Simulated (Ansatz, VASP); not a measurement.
EuO in VASP and in Ansatz

```
Eu O
1.0
     0.00000    2.57195    2.57195
     2.57195    0.00000    2.57195
     2.57195    2.57195    0.00000
Eu O
1 1
Direct
  0.50000 0.50000 0.50000
  0.00000 0.00000 0.00000
```

Alike in both runs: task single point; functional PBE; k mesh 6 × 6 × 6; occupations gaussian, width 0.05 eV; collinear spin; Hubbard terms Eu f U = 7.0 eV.

|  | VASP | Ansatz |
| --- | --- | --- |
| version | VASP 6.6.1 | Ansatz 0.2.0 |
| potentials or method | VASP PAW PBE potentials, release 64 (Eu, O), cutoff 600 eV | scalar-relativistic, plane waves, PAW |
| valence electrons in the cell | 23 | 23 |

|  | VASP | Ansatz | Ansatz less VASP |
| --- | --- | --- | --- |
| gap on the k mesh at the Fermi level (eV) | 0.27 | 0.58 | +0.312 |
| least direct gap on the mesh (eV) | 0.45 | 0.84 | +0.389 |
| pressure (GPa) | 2.0 | 2.3 | +0.28 |
| net moment per atom (μB) | 3.50 | 3.50 | 0.000 |
| size of the moment on the site where the two differ most (μB) | 6.74 | 6.76 | +0.023 |

Site moments also hang on the region over which each program counts them. The programs project onto different local orbitals, so the same U acts differently, and such runs can settle in different states.

Spin-orbit coupling is off throughout.
